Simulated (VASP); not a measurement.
A run of VASP 6.6.1 is set up as follows.

The input INCAR:

```
SYSTEM = TaN
PREC     = Accurate       ! precision mode
ENCUT    = 520            ! plane-wave cutoff, eV
EDIFF    = 1E-7           ! SCF threshold, eV
ISMEAR   = -1             ! smearing method
SIGMA    = 0.17           ! smearing width, eV
LREAL    = Auto         
LASPH    = .True.         ! aspherical terms in the spheres
NELM     = 60             ! most SCF steps
ALGO     = Normal         ! electronic algorithm
ISIF     = 2              ! what is computed and relaxed
LWAVE    = .False.        ! write WAVECAR
LCHARG   = .False.        ! write CHGCAR
GGA      = PE             ! functional
NBANDS   = 78             ! bands
```

The input KPOINTS:

```
regular mesh
0
Gamma
  2 2 2
  0 0 0
```

File POSCAR:

```
TaN
1.0
   -3.0348440000     -5.2565040000      0.0000000000
    4.5522660000     -2.6282520000      0.0000000000
    0.0000000000      0.0000000000      5.9669410000
Ta N
8 8
Direct
    0.7499109571      0.5181733160      0.2644738736
    0.7497269838      0.5086487561      0.7524793692
    0.5065352870      0.0166632566      0.2421006006
    0.4934283988      0.0081010678      0.7481723047
    0.2618519872      0.5166833248      0.2729204127
    0.2607108922      0.5206015832      0.7653670449
    0.0307483753     -0.0099035244      0.2504968626
    0.0126486527      0.0102776700      0.7582277083
    0.5281427972      0.6750552360      0.0113793651
    0.5073314398      0.6920227807      0.5262160293
    0.2627125403      0.1748121873      0.0042232695
    0.2471320777      0.1378670102      0.5161271077
    0.0163438604      0.6582658102      0.0255742432
   -0.0005264338      0.6706994616      0.4816370733
    0.7517810659      0.1815883029     -0.0065024943
    0.7349421830      0.1678581336      0.5185068865
```

Potentials or basis: VASP PAW PBE potentials, release 64 (Ta_pv, N).

The run is started by

```sh
$ cat potpaw_PBE.64/Ta_pv/POTCAR potpaw_PBE.64/N/POTCAR > POTCAR
$ mpirun -np 1 vasp_std > vasp.out
```

(1) What does it give for the largest force?

(2) Estimate the pressure.

Results:

(1) 2.999 eV/Å.

(2) -18.1 GPa.

Caveat: the k points lie up to 0.60 Å⁻¹ apart; forces of over 1 eV/Å act on the atoms, so gaps and moduli don't describe the material at rest.
